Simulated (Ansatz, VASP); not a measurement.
**CsI in VASP and in Ansatz**

Contents of INCAR:

```
PREC = Accurate
ENCUT = 500
EDIFF = 1E-6
ISMEAR = -1
SIGMA = 0.01
LREAL = False
LASPH = True
NELM = 120
ALGO = Normal
ISIF = 2
LWAVE = False
LCHARG = False
GGA = CA
NBANDS = 15
GGA_COMPAT = False
```

KPOINTS

```
Automatic mesh
0
Gamma
  7 7 7
```

Contents of POSCAR:

```
CsI
1.0
    4.5667000000      0.0000000000      0.0000000000
    0.0000000000      4.5667000000      0.0000000000
    0.0000000000      0.0000000000      4.6580340000
Cs I
1 1
Direct
    0.0000000000      0.0000000000      0.0000000000
    0.5000000000      0.5000000000      0.5000000000
```

Input for Ansatz:

```yaml
crystal:
  lattice:
    - [4.5667, 0.0, 0.0]
    - [0.0, 4.5667, 0.0]
    - [0.0, 0.0, 4.658034]
  atoms:
    - { symbol: Cs, position: [0.0, 0.0, 0.0] }
    - { symbol: I, position: [0.5, 0.5, 0.5] }
kpoints:
  mp_grid: { grid: [7, 7, 7] }
  band_path:
    path:
      - [0.0, 0.0, 0.0]
      - [0.0, 0.5, 0.0]
      - [0.5, 0.5, 0.0]
      - [0.0, 0.0, 0.0]
      - [0.0, 0.0, 0.5]
      - [0.0, 0.5, 0.5]
      - [0.5, 0.5, 0.5]
      - [0.0, 0.0, 0.5]
      - [0.0, 0.5, 0.0]
    npoints: 5
scf:
  occupations: { method: fermi_dirac, width: 0.01 }
hamiltonian:
  xc: lda
  pseudopotentials: { kind: all_electron, lapw: { basis_error: 0.00025 } }
output:
  forces: true
  stress: true
  eigenvalues: true
```

Change from the starting cell: zz strain of +2 %.

Alike in both runs: task single point; functional LDA; k mesh 7 × 7 × 7; occupations fermi-dirac, width 0.01 eV; no spin polarisation.

```csv
,VASP,Ansatz
version,VASP 6.6.1,Ansatz 0.2.0
potentials or method,"VASP PAW LDA potentials, release 64 (Cs_sv, I), cutoff 500 eV","all-electron LAPW, scalar-relativistic"
```

|  | VASP | Ansatz | Ansatz less VASP |
| --- | --- | --- | --- |
| gap on the k mesh at the Fermi level (eV) | 3.46 | 3.45 | -0.009 |
| pressure (GPa) | -1.5 | -1.6 | -0.03 |
| traceless stress, the component that is largest in VASP (GPa) | -0.23 | -0.23 | 0.000 |

LDA's correlation is that of Perdew and Zunger in VASP and of Perdew and Wang (1992) in Ansatz. Ansatz ran all-electron here, and VASP with PAW potentials.

Neither program's run includes spin-orbit coupling.
